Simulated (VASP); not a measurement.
Runs of VASP 6.6.1 on Ba. The structure is that of space group P4/mmm (No. 123), or close to it. The cells are those of the table. 

| cell | gap on the mesh (eV) | pressure (GPa) |
| --- | --- | --- |
| a = 3.866, b = 3.866, c = 3.606 Å, 1 atom | none | -0.2 |
| a = 4.133, b = 4.133, c = 3.606 Å, 1 atom | none | -1.0 |
| a = 3.933, b = 3.933, c = 3.606 Å, 1 atom | none | (a) |
| a = 4.200, b = 4.200, c = 3.606 Å, 1 atom | none | -1.0 |
| a = 4.066, b = 4.066, c = 3.606 Å, 1 atom | none | -0.8 |
| a = 4.000, b = 4.000, c = 3.606 Å, 1 atom | none | -0.7 |

Alike in all rows: task single point; level LDA; potentials or basis VASP PAW LDA potentials, release 64 (Ba_sv); no spin polarisation; k mesh 9 × 9 × 10; cutoff (eV) 520; smearing fermi-dirac 0.1 eV.

Problem. Estimate the missing entries.

Solution. (a) -0.5.

Caveats: spin-orbit coupling is left out, which moves the levels of the heavy elements.

A k mesh can miss the band edges, and the runs leave out spin-orbit coupling on Ba.

A gap of «none» marks levels without a gap at the run's occupations.
